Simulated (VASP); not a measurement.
Runs of VASP 6.6.1 on FeNi3. The structure is that of space group Pm-3m (No. 221), or close to it. The cells are those of the table. 

```csv
level,cell,gap on the mesh (eV),pressure (GPa),moment (μB)
PBEsol,"a = 3.545 Å, 4 atoms",none,(b),4.87
PBEsol,"a = 3.489 Å, 4 atoms",none,-1.0,4.73
PBE,"a = 3.568 Å, 4 atoms",none,-4.6,4.94
PBEsol,"a = 3.473 Å, 4 atoms",none,(c),(a)
```

Alike in all rows: task single point; potentials or basis VASP PAW PBE potentials, release 64 (Ni_sv_GW, Fe_sv); spin collinear, ferromagnetic start; k mesh 8 × 8 × 8; cutoff (eV) 690; smearing fermi-dirac 0.05 eV.

Question: Fill in the values left out.

Answer: (a) 4.69; (b) -10.8; (c) 2.0.

Caveats: the PAW data sets were made with another functional, which shifts forces and pressure a little (at least some runs); the cell stands under tension (at least some runs).

A gap of «none» marks levels without a gap at the run's occupations.
